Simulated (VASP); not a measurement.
# Pr (P6_3/mmc) in VASP: single point with LDA

Aim: the single point of Pr with LDA.

Everything below comes from runs of VASP 6.6.1. Logs are shortened: lines on timing, memory, paths and dates and some standing lists are left out, and cuts for length are marked.

**1. The cell of the first run**

Symmetry: P6_3/mmc, No. 194, hexagonal system. The conventional cell has a = 3.044 Å, b = 3.044 Å, c = 10.425 Å, α = 90.00°, β = 90.00°, γ = 120.00°. Pr (site symmetry -3m) has 12 Pr at 3.04 to 3.14 Å within 4.0 Å. Within 4.0 Å of Pr (site symmetry -6m2) lie 12 Pr at 3.04 to 3.14 Å.

**2. Single point, LDA, collinear spin, ferromagnetic start**

INCAR

```
SYSTEM = Pr
PREC = Accurate
ENCUT = 520
EDIFF = 1E-6
ISMEAR = 0
SIGMA = 0.05
LREAL = .False.
LASPH = .True.
NELM = 150
ALGO = Normal
ISIF = 2
LWAVE = .False.
LCHARG = .False.
ISPIN = 2
MAGMOM = 2 2 2 2
LORBIT = 11
LMAXMIX = 6
GGA = CA
NBANDS = 38
```

KPOINTS

```
regular mesh
0
Gamma
  14 14 4
  0 0 0
```

POSCAR

```
Pr
1.0
    3.0442093943      0.0000000000      0.0000000000
   -1.5221046972      2.6363626699      0.0000000000
    0.0000000000      0.0000000000     10.4247866731
Pr
4
Direct
    0.0000000000      0.0000000000      0.0000000000
    0.0000000000      0.0000000000      0.5000000000
    0.3333333333      0.6666666667      0.2500000000
    0.6666666667      0.3333333333      0.7500000000
```

Potentials or basis: VASP PAW PBE potentials, release 64 (Pr).

Run with:

```
$ cat potpaw_PBE.64/Pr/POTCAR > POTCAR
$ mpirun -np 1 vasp_std > vasp.out
```

OUTCAR:

```text
SYSTEM = Pr
   PREC = Accurate
   ENCUT = 520
   EDIFF = 1E-6
   ISMEAR = 0
   LREAL = .False.
   LASPH = .True.
   NELM = 150
   ISIF = 2
   ISPIN = 2
   LORBIT = 11
   GGA = CA

 ion  position               nearest neighbor table
   1  0.000  0.000  0.000-   3 3.14   4 3.14   4 3.14   3 3.14   4 3.14   3 3.14
   2  0.000  0.000  0.500-   3 3.14   4 3.14   4 3.14   3 3.14   4 3.14   3 3.14
   3  0.333  0.667  0.250-   1 3.14   2 3.14   1 3.14   2 3.14   1 3.14   2 3.14
   4  0.667  0.333  0.750-   1 3.14   2 3.14   1 3.14   2 3.14   1 3.14   2 3.14

  LATTYP: Found a hexagonal cell.
 ALAT       =     3.0442093943
 C/A-ratio  =     3.4244643922

  Lattice vectors:

 A1 = (   3.0442093943,   0.0000000000,   0.0000000000)
 A2 = (  -1.5221046972,   2.6363626699,   0.0000000000)
 A3 = (   0.0000000000,   0.0000000000,  10.4247866731)

Analysis of symmetry for initial positions (statically):
=====================================================================
 Subroutine PRICEL returns:
 Original cell was already a primitive cell.

 Routine SETGRP: Setting up the symmetry group for a
 hexagonal supercell.

 Subroutine GETGRP returns: Found 24 space group operations
 (whereof 12 operations were pure point group operations)
 out of a pool of 24 trial point group operations.

The static configuration has the point symmetry D_3d.
 The point group associated with its full space group is D_6h.

Analysis of symmetry for dynamics (positions and initial velocities):
=====================================================================
 Subroutine PRICEL returns:
 Original cell was already a primitive cell.

 Routine SETGRP: Setting up the symmetry group for a
 hexagonal supercell.

 Subroutine GETGRP returns: Found 24 space group operations
 (whereof 12 operations were pure point group operations)
 out of a pool of 24 trial point group operations.

The dynamic configuration has the point symmetry D_3d.
 The point group associated with its full space group is D_6h.

Analysis of structural, dynamic, and magnetic symmetry:
=====================================================================
 Subroutine PRICEL returns:
 Original cell was already a primitive cell.

[... 130 lines left out ...]
   IMIX   =      4    mixing-type and parameters
     AMIX     =   0.40;   BMIX     =  1.00
     AMIX_MAG =   1.60;   BMIX_MAG =  1.00
  volume/ion in A,a.u.               =      20.92       141.15
  Fermi-wavevector in a.u.,A,eV,Ry     =   1.397098  2.640133 26.556993  1.951884
  Thomas-Fermi vector in A             =   2.520388
   LORBIT       =     11    0 simple, 1 ext, 2 COOP (PROOUT), +10 PAW based schemes
   GGA     = CA    functional components
   LHFCALC =     F    Hartree Fock is set to
   AEXX    =    0.0000 exact exchange contribution
   IVDW    =     0    specifies the selected vdW correction
   LEPSILON=     F    determine dielectric tensor
   LRPA    =     F    only Hartree local field effects (RPA)
 spin polarized calculation
 Gauss-broadening in eV      SIGMA  =   0.05
  energy-cutoff  :      520.00
  volume of cell :       83.67
 maximum number of plane-waves:      2276
 NGX is ok and might be reduce to    24
   NGX = 11   NGY = 11   NGZ = 39

 number of electron      51.9999999 magnetization       5.9455658

 Free energy of the ion-electron system (eV)
  ---------------------------------------------------
  ext. energy  EPLUGINS =         0.00000000
  ---------------------------------------------------
  free energy    TOTEN  =       -25.38485726 eV

  energy without entropy =      -25.35192069  energy(sigma->0) =      -25.36838898

 E-fermi :  10.5803     XC(G=0): -12.6695

 val. band max:       10.5799297662   @ k =   0.4286   0.1429   0.0000
 cond. band min:      10.5802883354   @ k =   0.0714   0.0000   0.0000
 fundamental gap:      0.0003585692
 Fermi energy:        10.5802579613

 spin component 1

 k-point     1 :       0.0000    0.0000    0.0000
  band No.  band energies     occupation
      1     -25.7775      1.00000
      2     -25.3831      1.00000
      3     -25.3767      1.00000
      4     -24.9346      1.00000
      5      -9.5564      1.00000
      6      -7.6790      1.00000
[... 973 lines left out ...]
     37      11.0309      0.00000
     38      11.2300      0.00000

 [... further k-points ...]

 spin component 2

 k-point     1 :       0.0000    0.0000    0.0000
  band No.  band energies     occupation
      1     -25.2035      1.00000
      2     -24.8193      1.00000
      3     -24.7679      1.00000
      4     -24.3327      1.00000
      5      -9.1430      1.00000
      6      -7.2412      1.00000
[... 973 lines left out ...]
     37      11.8446      0.00000
     38      12.0019      0.00000

 [... further k-points ...]
[... 5 lines left out ...]
  --------------------------------------------------------------------------------------
  -------------------------------------------------------------------------------------
  Total       -0.3288811     -0.3288811     -0.3002613      0.0000000      0.0000000     -0.0000000
  in kB       -6.2980000     -6.2980000     -5.7499364      0.0000000      0.0000000     -0.0000000
  external PRESSURE =      -6.1153121 kB  Pullay stress =       0.0000000 kB

 VOLUME and BASIS-vectors are now :
 -----------------------------------------------------------------------------
  energy-cutoff  :      520.00
  volume of cell :       83.67
      direct lattice vectors                 reciprocal lattice vectors
     3.044209394  0.000000000  0.000000000     0.328492515  0.189655242  0.000000000
    -1.522104697  2.636362670  0.000000000     0.000000000  0.379310484  0.000000000
     0.000000000  0.000000000 10.424786673     0.000000000  0.000000000  0.095925224

 POSITION                                       TOTAL-FORCE (eV/Angst)
 -----------------------------------------------------------------------------------
      0.00000      0.00000      0.00000         0.000000      0.000000     -0.000000
      0.00000      0.00000      5.21239         0.000000      0.000000     -0.000000
     -0.00000      1.75758      2.60620        -0.000000      0.000000      0.000000
      1.52210      0.87879      7.81859         0.000000     -0.000000      0.000000
 -----------------------------------------------------------------------------------
    total drift:                               -0.000000      0.000000      0.000000

  FREE ENERGIE OF THE ION-ELECTRON SYSTEM (eV)
  ---------------------------------------------------
  free  energy   TOTEN  =       -25.3848572632 eV

  energy  without entropy=      -25.3519206930  energy(sigma->0) =      -25.36838898

 total charge

# of ion       s       p       d       f       tot
--------------------------------------------------
    1        1.977   5.158   1.035   2.144  10.314
    2        1.977   5.158   1.035   2.144  10.314
    3        1.977   5.163   1.025   2.140  10.305
    4        1.977   5.163   1.025   2.140  10.305
--------------------------------------------------
tot          7.908  20.643   4.120   8.568  41.240

 magnetization (x)

# of ion       s       p       d       f       tot
--------------------------------------------------
    1        0.006  -0.008   0.024   1.378   1.400
    2        0.006  -0.008   0.024   1.378   1.400
    3        0.006  -0.012   0.038   1.235   1.266
    4        0.006  -0.012   0.038   1.235   1.266
--------------------------------------------------
tot          0.024  -0.041   0.124   5.226   5.332
```

OSZICAR:

```text
N       E                     dE             d eps       ncg     rms          rms(c)
DAV:   1     0.792273657792E+03    0.79227E+03   -0.15869E+04 11504   0.298E+03
DAV:   2     0.180043434115E+03   -0.61223E+03   -0.58875E+03 14912   0.567E+02
[... 28 lines left out ...]
DAV:  31    -0.253848837284E+02    0.43484E-04   -0.98149E-05 20944   0.111E-01    0.392E-01
DAV:  32    -0.253848813805E+02    0.23478E-05   -0.17294E-05 18024   0.396E-02    0.357E-01
DAV:  33    -0.253848657265E+02    0.15654E-04   -0.49055E-05 19440   0.721E-02    0.261E-01
DAV:  34    -0.253848646477E+02    0.10788E-05   -0.20933E-05 17896   0.451E-02    0.170E-01
DAV:  35    -0.253848576290E+02    0.70186E-05   -0.32147E-05 18328   0.659E-02    0.998E-02
DAV:  36    -0.253848572632E+02    0.36584E-06   -0.54466E-06 15556   0.303E-02
   1 F= -.25384857E+02 E0= -.25368389E+02  d E =-.329366E-01  mag=     5.9466
```

Run time: 14 min. Hardware: 1 thread of AMD EPYC 9R45 (Zen 5), shared host; peak memory 0.39 GiB.

What came out:

| Property | Result |
| --- | --- |
| Free energy | -25.3849 eV |
| Pressure | -0.6 GPa |
| Net moment | 5.95 μB per cell |
| Site moments | Pr +1.40, +1.27 μB |
| Valence electrons inside the program's atomic spheres | Pr 10.31, 10.30 |

Levels at points of the mesh, in eV from the Fermi level:
Spin up:
```
           k point  band 25  band 26  band 27  band 28  band 29  band 30  band 31  band 32  band 33  band 34
(0.00, 0.00, 0.00)    -0.30    -0.01    -0.01    -0.01    -0.01     0.08     0.11     0.11     0.11     0.11
(0.50, 0.00, 0.00)    -0.32    -0.31    -0.08    -0.02    -0.02     0.00     0.01     0.17     0.25     0.31
(0.00, 0.00, 0.50)    -0.24    -0.24     0.01     0.01     0.01     0.01     0.06     0.06     0.06     0.06
(0.50, 0.00, 0.50)    -0.28    -0.28    -0.02    -0.02     0.00     0.00     0.11     0.11     0.26     0.26
```
Spin down:
| k point | band 21 | band 22 | band 23 | band 24 | band 25 | band 26 |
| --- | --- | --- | --- | --- | --- | --- |
| (0.00, 0.00, 0.00) | -0.12 | -0.10 | 0.08 | 0.34 | 0.44 | 0.67 |
| (0.50, 0.00, 0.00) | -1.62 | -0.76 | -0.63 | 0.22 | 0.26 | 0.54 |
| (0.00, 0.00, 0.50) | -0.22 | -0.22 | 0.04 | 0.04 | 0.47 | 0.47 |
| (0.50, 0.00, 0.50) | -1.70 | -1.70 | -0.14 | -0.14 | 0.45 | 0.45 |

Caveat: the magnetic or orbital state may not be the lowest; the PAW data sets were made with another functional, which shifts forces and pressure a little; spin-orbit coupling is left out, which moves the levels of the heavy elements.
